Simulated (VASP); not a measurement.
# Eu2O3: single point with LDA

Eu2O3:

```
CELL_PARAMETERS angstrom
3.78830 0.00000 0.00000
-1.89415 3.28076 0.00000
0.00000 0.00000 5.82084
ATOMIC_POSITIONS crystal
Eu 0.66667 0.33333 0.75756
Eu 0.33333 0.66667 0.24244
O 0.00000 0.00000 0.00000
O 0.66667 0.33333 0.34890
O 0.33333 0.66667 0.65110
```

- Program: VASP 6.6.1
- Task: single point
- Functional: LDA
- Potentials or basis: VASP PAW PBE potentials, release 64 (Eu, O)
- Cutoff: 520 eV
- k mesh: 7 × 7 × 4
- Occupations: gaussian, width 0.1 eV
- Spin: collinear spin, ferromagnetic start
- Starting moments: [4.9, 4.9, 0.0, 0.0, 0.0] μB
- Dipole correction: no
- Further INCAR settings: ALGO = Normal; EDIFF = 1e-07; NBANDS = 38

| Quantity | Value |
| --- | --- |
| Pressure | -8.6 GPa |
| Largest force | 0.320 eV/Å |
| Band gap on the k mesh | zero (filled and empty bands overlap) |
| Net moment | 12.00 μB per cell |
| Site moments | Eu +6.06; O -0.18, -0.13 (each value once) μB |
| Valence electrons inside the program's atomic spheres | Eu 14.57; O 4.89, 4.99 (each value once) |

Forces in eV/Å, atoms in the order of the input:
```
Eu   0.000  0.000 -0.320
Eu   0.000  0.000  0.320
O    0.000  0.000  0.000
O    0.000  0.000  0.037
O    0.000  0.000 -0.037
```

Stress tensor (GPa, compression positive):
```
-9.31  0.00  0.00
 0.00 -9.31  0.00
 0.00  0.00 -7.22
```

Levels at points of the mesh, in eV from the Fermi level:
Spin up:
| k point | band 30 | band 31 | band 32 | band 33 | band 34 | band 35 |
| --- | --- | --- | --- | --- | --- | --- |
| (0.00, 0.00, 0.00) | -0.29 | -0.07 | 0.21 | 0.21 | 0.25 | 3.72 |
| (0.00, 0.00, 0.50) | -0.33 | -0.12 | 0.12 | 0.20 | 0.20 | 4.77 |
Spin down:
```csv
k point,band 16,band 17,band 18,band 19,band 20,band 21,band 22,band 23,band 24,band 25
"(0.00, 0.00, 0.00)",-3.21,-3.12,-1.55,-1.55,-1.19,3.22,3.56,3.56,3.70,3.80
"(0.00, 0.00, 0.50)",-2.86,-2.18,-2.14,-1.55,-1.55,3.45,3.51,3.56,3.56,3.81
```

Wall time 5.6 min on 1 thread of Intel(R) Xeon(R) 6975P-C (Granite Rapids) (shared host), peak memory 0.27 GiB.

Caveat: the cell stands under tension; the PAW data sets were made with another functional, which shifts forces and pressure a little; spin-orbit coupling is left out, which moves the levels of the heavy elements; semilocal functionals describe open f shells poorly, which spoils levels, moments and volumes. The state reached can hang on the start; a lower one may exist.
